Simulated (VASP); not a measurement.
Here is a VASP 6.6.1 calculation.

File INCAR:

```
  ALGO = Normal
  EDIFF = 1E-6
  ENCUT = 520
  GGA = PS
  ISIF = 2
  ISMEAR = 0
  LASPH = T
  LCHARG = F
  LREAL = F
  LWAVE = F
  NBANDS = 35
  NELM = 100
  PREC = Accurate
  SIGMA = 0.05
```

The input KPOINTS:

```
k-points
0
Gamma
  9 9 2
```

File POSCAR:

```
WSe2
1.0
    3.2705808386      0.0000000000      0.0000000000
   -1.6352904193      2.8324060913      0.0000000000
    0.0000000000      0.0000000000     23.9869951139
W Se
2 4
Direct
    0.6666666667      0.3333333333      0.1030200584
    0.3333333333      0.6666666667      0.8623778584
    0.3333333333      0.6666666667      0.2073407565
    0.6666666667      0.3333333333      0.9321940382
    0.3333333333      0.6666666667      0.0678059618
    0.6666666667      0.3333333333      0.7926592435
```

Potentials or basis: VASP PAW PBE potentials, release 64 (W_sv, Se).

Launch:

```sh
$ cat potpaw_PBE.64/W_sv/POTCAR potpaw_PBE.64/Se/POTCAR > POTCAR
$ mpirun -np 1 vasp_std > vasp.out
```

**Question.** Estimate the largest force.

**Answer.** 15.595 eV/Å.

**Question.** What does it give for the band gap on the k mesh?

**Answer.** Zero (band 26 reaches 3.27 eV, above the bottom of band 27 at 1.00 eV).

Forces in eV/Å, atoms in the order of the input:
```
W     0.000   0.000  15.595
W     0.000   0.000  -0.022
Se    0.000   0.000  -2.117
Se    0.000   0.000  -0.047
Se    0.000   0.000 -13.336
Se    0.000   0.000  -0.075
```

Caveat: the cell differs from its parent crystal (atom 1 (W) moved by +0.000 Å along [1 0 0] and -0.830 Å along [0 0 1]); the PAW data sets were made with another functional, which shifts forces and pressure a little; spin-orbit coupling is left out, which moves the levels of the heavy elements.
